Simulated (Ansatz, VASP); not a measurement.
CsH in VASP and in Ansatz

INCAR

```
PREC = Accurate ; ENCUT = 910
EDIFF = 1E-6 ; ISMEAR = -1
SIGMA = 0.05 ; LREAL = False
LASPH = True ; NELM = 120
ALGO = Normal ; ISIF = 2
LWAVE = False ; LCHARG = True
LELF = True ; LVHAR = True
NBANDS = 12 ; GGA_COMPAT = False
```

The input KPOINTS:

```
Automatic mesh
0
Gamma
  12 12 12
```

POSCAR

```
CsH
1.0
    0.0000000000      2.3005375600      2.3005375600
    2.3005375600      0.0000000000      2.3005375600
    2.3005375600      2.3005375600      0.0000000000
Cs H
1 1
Direct
    0.0000000000      0.0000000000      0.0000000000
    0.5000000000      0.5000000000      0.5000000000
```

Input for Ansatz:

```yaml
crystal:
  lattice:
    - [0.0, 2.30053756, 2.30053756]
    - [2.30053756, 0.0, 2.30053756]
    - [2.30053756, 2.30053756, 0.0]
  atoms:
    - { symbol: Cs, position: [0.0, 0.0, 0.0] }
    - { symbol: H, position: [0.5, 0.5, 0.5] }
kpoints:
  mp_grid: { grid: [12, 12, 12] }
  band_path:
    path:
      - [0.0, 0.0, 0.0]
      - [0.5, 0.0, 0.5]
      - [0.625, 0.25, 0.625]
      - [0.375, 0.375, 0.75]
      - [0.0, 0.0, 0.0]
      - [0.5, 0.5, 0.5]
      - [0.5, 0.25, 0.75]
      - [0.5, 0.0, 0.5]
    npoints: 8
scf:
  occupations: { method: fermi_dirac, width: 0.05 }
hamiltonian:
  xc: lda
  pseudopotentials: { kind: paw }
output:
  forces: true
  stress: true
  eigenvalues: true
  populations: true
  dos: { projected: true, de: 0.2, e_range: [-14, 8] }
```

Change from the starting cell: volume scaled by 0.43, PAW files.

Alike in both runs: task single point; functional LDA; k mesh 12 × 12 × 12; occupations fermi-dirac, width 0.05 eV; no spin polarisation.

```csv
,VASP,Ansatz
version,VASP 6.6.1,Ansatz 0.2.0
potentials or method,"VASP PAW LDA potentials, release 64 (Cs_sv, H_h)","PAW with Ansatz's default frozen-core files, scalar-relativistic"
plane-wave cutoff (eV),910,420
valence electrons in the cell,10,10
```

```csv
,VASP,Ansatz,Ansatz less VASP
pressure (GPa),55.7,51.1,-4.64
```

LDA's correlation is that of Perdew and Zunger in VASP and of Perdew and Wang (1992) in Ansatz. Both programs put the cell under a high pressure, so it lies far from rest at this level.

Spin-orbit coupling is off throughout.
